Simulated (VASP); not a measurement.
A run of VASP 6.6.1 is set up as follows.

The input INCAR:

```
ALGO = Normal ; EDIFF = 1E-6
ENCUT = 520 ; GGA = PE
ISIF = 2 ; ISMEAR = -1
LASPH = True ; LCHARG = False
LREAL = Auto ; LWAVE = False
NBANDS = 108 ; NELECT = 178.0
NELM = 60 ; PREC = Accurate
SIGMA = 0.01
```

Contents of KPOINTS:

```
k-points
0
Gamma
  1 1 1
```

File POSCAR:

```
LiHf8O16
1.0
    0.0000000000      5.0697034800      5.1017273300
    5.2943205200      0.0000000000      5.1017273300
    5.2943205200      5.0697034800      0.0000000000
Hf O Li
8 16 1
Direct
    0.2444747389      0.0080413704      0.0217575981
    0.7391047706      0.5019036452      0.5319200399
    0.2945795964      0.4585480295      0.9783577018
    0.7726101186      0.9756618130      0.4931604866
    0.2245506468      0.0266812353      0.5039983632
    0.7301443014      0.5245410180      0.0091704554
    0.2578711740      0.4890235880      0.4771704490
    0.7479510478      1.0051932303      0.9613296200
    0.0401700461      0.3311454187      0.0348991101
    0.5267606816      0.8229388695      0.5519636858
    0.4166765254      0.4427979385      0.6691468014
    0.8963540760      0.9728152413      0.1658561283
    0.1025010429      0.3894610303      0.3459801795
    0.6038887793      0.8848411651      0.8526764476
    0.3301170943      0.6519197345      0.1160440921
    0.8456285324      0.1447030645      0.6113123002
    0.1347717346      0.8548460865      0.4083187279
    0.6409230694      0.3542718287      0.9048255917
    0.3992418547      0.0922383962      0.1420417995
    0.8974982527      0.5956575099      0.6367749058
    0.2033488894      0.1584749277      0.7129759565
    0.7137375158      0.6605768123      0.2159539368
    0.0715819289      0.7736563343      0.8640421877
    0.5801119347      0.2885919459      0.3361750820
    1.0217876519      0.7002829019      0.1749949328
```

Potentials or basis: VASP PAW PBE potentials, release 64 (Hf_pv, O, Li_sv).

Launch:

```bash
$ cat potpaw_PBE.64/Hf_pv/POTCAR potpaw_PBE.64/O/POTCAR potpaw_PBE.64/Li_sv/POTCAR > POTCAR
$ mpirun -np 1 vasp_gam > vasp.out
```

Task: Estimate the largest force.

Result: 0.098 eV/Å.

Forces in eV/Å, atoms in the order of the input:
```
Hf   0.047 -0.006  0.033
Hf   0.054  0.007 -0.028
Hf  -0.095  0.006 -0.023
Hf  -0.023 -0.001  0.019
Hf   0.036 -0.015  0.020
Hf   0.012  0.030 -0.007
Hf  -0.041  0.034 -0.013
Hf  -0.017 -0.037  0.001
O   -0.035 -0.029  0.003
O   -0.029 -0.043 -0.002
O    0.050 -0.023  0.020
O    0.082 -0.037  0.015
O   -0.019  0.067 -0.025
O   -0.001  0.043  0.019
O    0.041  0.045  0.024
O    0.028  0.043 -0.018
O    0.021 -0.038  0.004
O   -0.013 -0.068 -0.027
O   -0.013 -0.056  0.021
O   -0.032 -0.048  0.005
O   -0.041  0.025  0.005
O   -0.027  0.036 -0.009
O    0.015  0.010 -0.010
O    0.036  0.040  0.003
Li  -0.037  0.015 -0.030
```

Caveat: the k points lie up to 1.06 Å⁻¹ apart; the cell carries a net charge on a neutralising background, which shifts energy and pressure.
